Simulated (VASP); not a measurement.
# Si2Ni (fluorite type) (Fm-3m) in VASP: a series of runs

Si2Ni (fluorite type) is run at these levels: LDA; tasks: single point.

Everything below comes from runs of VASP 6.6.1. Logs are shortened: lines on timing, memory, paths and dates and some standing lists are left out, and cuts for length are marked.

### Step 1. The cell of the first run

Symmetry: Fm-3m, No. 225, cubic system. The conventional cell has a = 4.795 Å, b = 4.795 Å, c = 4.795 Å, α = 90.00°, β = 90.00°, γ = 90.00°. Within 2.7 Å of Ni (site symmetry m-3m) lie 8 Si at 2.08 Å. Within 2.7 Å of Si (site symmetry -43m) lie 4 Ni at 2.08 Å and 6 Si at 2.40 Å.

### Step 2. Single point, LDA (volume scaled by 0.72)

INCAR

```
SYSTEM = Si2Ni
  ALGO = Normal
  EDIFF = 1E-7
  ENCUT = 520
  ISIF = 2
  ISMEAR = -1
  LASPH = .TRUE.
  LCHARG = .TRUE.
  LELF = .TRUE.
  LREAL = .FALSE.
  LVHAR = .TRUE.
  LWAVE = .FALSE.
  NBANDS = 16
  NELM = 80
  PREC = Accurate
  SIGMA = 0.05
```

KPOINTS

```
k-points
0
G
  11 11 11
  0 0 0
```

POSCAR

```
Si2Ni
1.0
    0.0000000000      2.3976768353      2.3976768353
    2.3976768353      0.0000000000      2.3976768353
    2.3976768353      2.3976768353      0.0000000000
Ni Si
1 2
Direct
    0.0000000000      0.0000000000      0.0000000000
    0.2500000000      0.2500000000      0.2500000000
    0.7500000000      0.7500000000      0.7500000000
```

Potentials or basis: VASP PAW LDA potentials, release 64 (Ni, Si).

The run is started by

```console
cat potpaw_LDA.64/Ni/POTCAR potpaw_LDA.64/Si/POTCAR > POTCAR
mpirun -np 1 vasp_std > vasp.out
```

OUTCAR:

```text
SYSTEM = Si2Ni
   EDIFF = 1E-7
   ENCUT = 520
   ISIF = 2
   ISMEAR = -1
   LASPH = .TRUE.
   LREAL = .FALSE.
   NELM = 80
   PREC = Accurate

 ion  position               nearest neighbor table
   1  0.000  0.000  0.000-   3 2.08   3 2.08   3 2.08   2 2.08   3 2.08   2 2.08   2 2.08   2 2.08

   2  0.250  0.250  0.250-   1 2.08   1 2.08   1 2.08   1 2.08   3 2.40   3 2.40   3 2.40   3 2.40
                             3 2.40   3 2.40
   3  0.750  0.750  0.750-   1 2.08   1 2.08   1 2.08   1 2.08   2 2.40   2 2.40   2 2.40   2 2.40
                             2 2.40   2 2.40

  LATTYP: Found a face centered cubic cell.
 ALAT       =     4.7953536706

  Lattice vectors:

 A1 = (   0.0000000000,   2.3976768353,   2.3976768353)
 A2 = (   2.3976768353,   0.0000000000,   2.3976768353)
 A3 = (   2.3976768353,   2.3976768353,   0.0000000000)

Analysis of symmetry for initial positions (statically):
=====================================================================
 Subroutine PRICEL returns:
 Original cell was already a primitive cell.

 Routine SETGRP: Setting up the symmetry group for a
 face centered cubic supercell.

 Subroutine GETGRP returns: Found 48 space group operations
 (whereof 48 operations were pure point group operations)
 out of a pool of 48 trial point group operations.

The static configuration has the point symmetry O_h .

Analysis of symmetry for dynamics (positions and initial velocities):
=====================================================================
 Subroutine PRICEL returns:
 Original cell was already a primitive cell.

 Routine SETGRP: Setting up the symmetry group for a
 face centered cubic supercell.

 Subroutine GETGRP returns: Found 48 space group operations
 (whereof 48 operations were pure point group operations)
 out of a pool of 48 trial point group operations.

The dynamic configuration has the point symmetry O_h .

 Subroutine INISYM returns: Found 48 space group operations
 (whereof 48 operations are pure point group operations),
 and found     1 'primitive' translations

----------------------------------------------------------------------------------------

                                     Primitive cell

  volume of cell :      27.5678

  direct lattice vectors                    reciprocal lattice vectors
     0.000000000  2.397676835  2.397676835    -0.208535192  0.208535192  0.208535192
     2.397676835  0.000000000  2.397676835     0.208535192 -0.208535192  0.208535192
     2.397676835  2.397676835  0.000000000     0.208535192  0.208535192 -0.208535192

  length of vectors
     3.390827099  3.390827099  3.390827099     0.361193548  0.361193548  0.361193548

  position of ions in fractional coordinates (direct lattice)
     0.000000000  0.000000000  0.000000000
     0.250000000  0.250000000  0.250000000
     0.750000000  0.750000000  0.750000000

  ion indices of the primitive-cell ions
   primitive index   ion index
                 1           1
                 2           2
                 3           3

----------------------------------------------------------------------------------------

 KPOINTS: k-points

Automatic generation of k-mesh.
 Grid dimensions read from file:
 generate k-points for:   11   11   11

 Generating k-lattice:

  Cartesian coordinates                     Fractional coordinates (reciprocal lattice)
    -0.018957745  0.018957745  0.018957745     0.090909091  0.000000000  0.000000000
     0.018957745 -0.018957745  0.018957745     0.000000000  0.090909091  0.000000000
     0.018957745  0.018957745 -0.018957745     0.000000000  0.000000000  0.090909091

  Length of vectors
     0.032835777  0.032835777  0.032835777

  Shift w.r.t. Gamma in fractional coordinates (k-lattice)
     0.000000000  0.000000000  0.000000000

 Subroutine IBZKPT returns following result:
 ===========================================

 Found     56 irreducible k-points:

 Following reciprocal coordinates:
            Coordinates               Weight
  0.000000  0.000000  0.000000      1.000000
  0.090909  0.000000  0.000000      8.000000
  0.181818  0.000000  0.000000      8.000000
  0.272727  0.000000  0.000000      8.000000
  0.363636  0.000000  0.000000      8.000000
  0.454545  0.000000  0.000000      8.000000
[... 16 lines left out ...]
 -0.272727  0.181818  0.000000     24.000000
 -0.181818  0.181818  0.000000     12.000000
 [... further k-points ...]
   k-points           NKPTS =     56   k-points in BZ     NKDIM =     56   number of bands    NBANDS=     16
   number of dos      NEDOS =    301   number of ions     NIONS =      3
   total plane-waves  NPLWV =  21952
   dimension x,y,z NGX =    28 NGY =   28 NGZ =   28
   dimension x,y,z NGXF=    56 NGYF=   56 NGZF=   56
   ions per type =               1   2
   NGX,Y,Z   is equivalent  to a cutoff of  13.73, 13.73, 13.73 a.u.
   NGXF,Y,Z  is equivalent  to a cutoff of  27.46, 27.46, 27.46 a.u.
 SYSTEM =  Si2Ni
   PREC   = accura    normal or accurate (medium, high low for compatibility)
   ISTART =      0    job   : 0-new  1-cont  2-samecut
   ICHARG =      2    charge: 1-file 2-atom 10-const
   ISPIN  =      1    spin polarized calculation?
   LNONCOLLINEAR =      F non collinear calculations
   LSORBIT =      F    spin-orbit coupling
   LASPH  =      T    aspherical Exc in radial PAW
   ENCUT  =  520.0 eV  38.22 Ry    6.18 a.u.   6.30  6.30  6.30*2*pi/ulx,y,z
   NELM   =     80;   NELMIN=  2; NELMDL= -5     # of ELM steps
   EDIFF  = 0.1E-06   stopping-criterion for ELM
   LREAL  =      F    real-space projection
   EDIFFG = 0.1E-05   stopping-criterion for IOM
   NSW    =      0    number of steps for IOM
   IBRION =     -1    ionic relax: 0-MD 1-quasi-New 2-CG
   NFREE  =      0    steps in history (QN), initial steepest desc. (CG)
   ISIF   =      2    stress and relaxation
   ISYM   =      2    0-nonsym 1-usesym 2-fastsym
   POTIM  = 0.5000    time-step for ionic-motion
   TEBEG  =    0.0;   TEEND  =   0.0 temperature during run
   PSTRESS=    0.0 pullay stress
   NELECT =      18.0000    total number of electrons
   NUPDOWN=      -1.0000    fix difference up-down
   EMIN   =  10.00;   EMAX   =-10.00  energy-range for DOS
   EFERMI =   0.00;   METHOD = LEGACY
   ISMEAR =    -1;   SIGMA  =   0.05  broadening in eV -4-tet -1-fermi 0-gaus
   EFERMI_NEDOS =   21; number of points for ismear=-14 and -15
   IALGO  =     38    algorithm
   IMIX   =      4    mixing-type and parameters
     AMIX     =   0.40;   BMIX     =  1.00
     AMIX_MAG =   1.60;   BMIX_MAG =  1.00
  volume/ion in A,a.u.               =       9.19        62.01
  Fermi-wavevector in a.u.,A,eV,Ry     =   1.420251  2.683885 27.444477  2.017112
  Thomas-Fermi vector in A             =   2.541186
   LORBIT       =      0    0 simple, 1 ext, 2 COOP (PROOUT), +10 PAW based schemes
   GGA     = CA    functional components
   LHFCALC =     F    Hartree Fock is set to
   AEXX    =    0.0000 exact exchange contribution
   IVDW    =     0    specifies the selected vdW correction
   LEPSILON=     F    determine dielectric tensor
   LRPA    =     F    only Hartree local field effects (RPA)
 non-spin polarized calculation
  energy-cutoff  :      520.00
  volume of cell :       27.57
 maximum number of plane-waves:       757
 NGX is ok and might be reduce to    28
   NGX = 13   NGY = 13   NGZ = 13

 number of electron      17.9999993 magnetization

 Free energy of the ion-electron system (eV)
  ---------------------------------------------------
  ext. energy  EPLUGINS =         0.00000000
  ---------------------------------------------------
  free energy    TOTEN  =       -16.99084858 eV

  energy without entropy =      -16.98181225  energy(sigma->0) =      -16.98633042

 E-fermi :  17.0550     XC(G=0): -13.4855

 val. band max:       17.0238235484   @ k =  -0.4545   0.3636   0.0000
 cond. band min:      17.0770893212   @ k =  -0.3636   0.3636   0.0000
 fundamental gap:      0.0532657729
 Fermi energy:        17.0549777360

 k-point     1 :       0.0000    0.0000    0.0000
  band No.  band energies     occupation
      1      -1.0121      2.00000
      2       8.5624      2.00000
      3       8.5624      2.00000
      4       8.5624      2.00000
      5      10.5806      2.00000
      6      10.5806      2.00000
[... 8 lines left out ...]
     15      22.4105      0.00000
     16      22.4105      0.00000

 k-point     2 :       0.0909    0.0000    0.0000
  band No.  band energies     occupation
      1      -0.8524      2.00000
      2       8.3989      2.00000
      3       8.6140      2.00000
      4       8.6140      2.00000
      5      10.5484      2.00000
      6      10.5484      2.00000
[... 8 lines left out ...]
     15      21.3537      0.00000
     16      22.2064      0.00000

 k-point     3 :       0.1818    0.0000    0.0000
  band No.  band energies     occupation
      1      -0.3774      2.00000
      2       7.8955      2.00000
      3       8.7447      2.00000
      4       8.7447      2.00000
      5      10.4935      2.00000
      6      10.4935      2.00000
[... 8 lines left out ...]
     15      21.6580      0.00000
     16      23.3772      0.00000

 k-point     4 :       0.2727    0.0000    0.0000
  band No.  band energies     occupation
      1       0.3989      2.00000
      2       7.0067      2.00000
      3       8.8831      2.00000
      4       8.8831      2.00000
      5      10.5203      2.00000
      6      10.5203      2.00000
[... 8 lines left out ...]
     15      22.7242      0.00000
     16      25.1990      0.00000
[... 324 lines left out ...]
 k-point    22 :      -0.3636    0.1818    0.0000
  band No.  band energies     occupation
      1       2.7924      2.00000
      2       5.1826      2.00000
      3       8.1598      2.00000
      4       9.3385      2.00000
      5      10.3391      2.00000
      6      10.3824      2.00000
[... 8 lines left out ...]
     15      25.5144      0.00000
     16      26.1890      0.00000

 k-point    23 :      -0.2727    0.1818    0.0000
  band No.  band energies     occupation
      1       1.6080      2.00000
      2       6.4277      2.00000
      3       8.1714      2.00000
      4       9.3868      2.00000
      5      10.0430      2.00000
      6      10.8894      2.00000
[... 8 lines left out ...]
     15      24.3833      0.00000
     16      27.0595      0.00000

 k-point    24 :      -0.1818    0.1818    0.0000
  band No.  band energies     occupation
      1       0.6576      2.00000
      2       7.2294      2.00000
      3       8.3944      2.00000
      4       9.1891      2.00000
      5      10.0570      2.00000
      6      10.8199      2.00000
[... 8 lines left out ...]
     15      24.2691      0.00000
     16      26.3180      0.00000

 [... further k-points ...]
[... 5 lines left out ...]
  --------------------------------------------------------------------------------------
  -------------------------------------------------------------------------------------
  Total       20.1787583     20.1787583     20.1787583      0.0000000     -0.0000000     -0.0000000
  in kB     1172.7436318   1172.7436318   1172.7436318      0.0000000     -0.0000000     -0.0000000
  external PRESSURE =    1172.7436318 kB  Pullay stress =       0.0000000 kB

 VOLUME and BASIS-vectors are now :
 -----------------------------------------------------------------------------
  energy-cutoff  :      520.00
  volume of cell :       27.57
      direct lattice vectors                 reciprocal lattice vectors
     0.000000000  2.397676835  2.397676835    -0.208535192  0.208535192  0.208535192
     2.397676835  0.000000000  2.397676835     0.208535192 -0.208535192  0.208535192
     2.397676835  2.397676835  0.000000000     0.208535192  0.208535192 -0.208535192

 POSITION                                       TOTAL-FORCE (eV/Angst)
 -----------------------------------------------------------------------------------
      0.00000      0.00000      0.00000        -0.000000     -0.000000     -0.000000
      1.19884      1.19884      1.19884        -0.000000      0.000000     -0.000000
      3.59652      3.59652      3.59652         0.000000      0.000000      0.000000
 -----------------------------------------------------------------------------------
    total drift:                               -0.000000     -0.000000      0.000000

  FREE ENERGIE OF THE ION-ELECTRON SYSTEM (eV)
  ---------------------------------------------------
  free  energy   TOTEN  =       -16.9908485805 eV

  energy  without entropy=      -16.9818122518  energy(sigma->0) =      -16.98633042
```

Run time: 63 s. Hardware: 1 thread of AMD EPYC 7R13 (Zen 3), shared host; peak memory 0.12 GiB.

Results:

```
Free energy            : -16.9908 eV
Pressure               : 117.3 GPa
Band gap on the k mesh : zero (band 9 reaches 18.10 eV, above the bottom of band 10 at 16.92 eV)
```

### Step 3. Single point, LDA (volume scaled by 0.8)

INCAR

```
SYSTEM = Si2Ni
PREC = Accurate
ENCUT = 520
EDIFF = 1E-6
ISMEAR = -1
SIGMA = 0.05
LREAL = .False.
LASPH = .True.
NELM = 60
ALGO = Normal
ISIF = 2
LWAVE = .False.
LCHARG = .False.
NBANDS = 16
```

KPOINTS

```
regular mesh
0
Gamma
  11 11 11
  0 0 0
```

POSCAR

```
Si2Ni
1.0
    0.0000000000      2.4833798004      2.4833798004
    2.4833798004      0.0000000000      2.4833798004
    2.4833798004      2.4833798004      0.0000000000
Ni Si
1 2
Direct
    0.0000000000      0.0000000000      0.0000000000
    0.2500000000      0.2500000000      0.2500000000
    0.7500000000      0.7500000000      0.7500000000
```

Potentials or basis: VASP PAW LDA potentials, release 64 (Ni, Si).

The run is started by

```console
cat potpaw_LDA.64/Ni/POTCAR potpaw_LDA.64/Si/POTCAR > POTCAR
mpirun -np 1 vasp_std > vasp.out
```

It used 37 s of CPU time on 1 thread of AMD EPYC 7R13 Processor (Zen 3), on a shared host.

The run converged. Its results:

```yaml
Free_energy: -18.6757 eV
Pressure: 62.9 GPa
Band_gap_on_the_k_mesh: zero (band 9 reaches 16.32 eV, above the bottom of band 10 at 14.61 eV)
```

Levels at points of the mesh, in eV from the Fermi level:
```tsv
k point	band 6	band 7	band 8	band 9	band 10	band 11	band 12	band 13
(0.00, 0.00, 0.00)	-5.51	1.42	1.42	1.42	1.63	1.80	1.80	1.80
```

 Spin polarisation is off, so any magnetic state and its effect on volume and gap are missing.
